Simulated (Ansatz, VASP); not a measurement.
**One calculation of BiTe, two programs**

File INCAR:

```
PREC = Accurate ; ENCUT = 520
EDIFF = 1E-6 ; ISMEAR = 0
SIGMA = 0.15 ; LREAL = F
LASPH = T ; NELM = 80
ALGO = Normal ; ISIF = 2
LWAVE = F ; LCHARG = F
GGA = PS ; NBANDS = 18
```

File KPOINTS:

```
Automatic mesh
0
Gamma
  14 14 14
```

Contents of POSCAR:

```
BiTe
1.0
    0.0000000000      3.2350000000      3.3320500000
    3.2350000000      0.0000000000      3.3320500000
    3.2350000000      3.2350000000      0.0000000000
Bi Te
1 1
Direct
    0.0000000000      0.0000000000      0.0000000000
    0.5000000000      0.5000000000      0.5000000000
```

Input for Ansatz:

```yaml
crystal:
  lattice:
    - [0.0, 3.235, 3.33205]
    - [3.235, 0.0, 3.33205]
    - [3.235, 3.235, 0.0]
  atoms:
    - { symbol: Bi, position: [0.0, 0.0, 0.0] }
    - { symbol: Te, position: [0.5, 0.5, 0.5] }
basis:
  ecutwfc: 420
kpoints:
  mp_grid: { grid: [14, 14, 14] }
hamiltonian:
  xc: pbesol
scf:
  occupations: { method: gaussian, width: 0.15 }
output:
  forces: true
  stress: true
  eigenvalues: true
```

Change from the starting cell: strain +0.000 along x and y, +0.030 along z, atoms carried along.

Alike in both runs: task single point; functional PBEsol; k mesh 14 × 14 × 14; occupations gaussian, width 0.15 eV; no spin polarisation.

|  | VASP | Ansatz |
| --- | --- | --- |
| version | VASP 6.6.1 | Ansatz 0.2.0 |
| potentials or method | VASP PAW PBE potentials, release 64 (Bi_d, Te), cutoff 520 eV | scalar-relativistic, plane waves, PAW |
| valence electrons in the cell | 21 | 31 |

```csv
,VASP,Ansatz,Ansatz less VASP
gap on the k mesh at the Fermi level (eV),none,none,-
pressure (GPa),-2.9,-2.9,+0.03
"traceless stress, the component that is largest in VASP (GPa)",-1.28,-1.28,+0.001
```

VASP's potentials were made for PBE, not for PBEsol. A gap of «none» marks a metal or a gap that the smearing closes. The functional is the same, so the differences come from potentials, cutoffs and numerics. VASP's potentials hold 21 valence electrons a cell and Ansatz's 31, so a difference there can come from the potentials and not from the codes.

Neither program's run includes spin-orbit coupling.
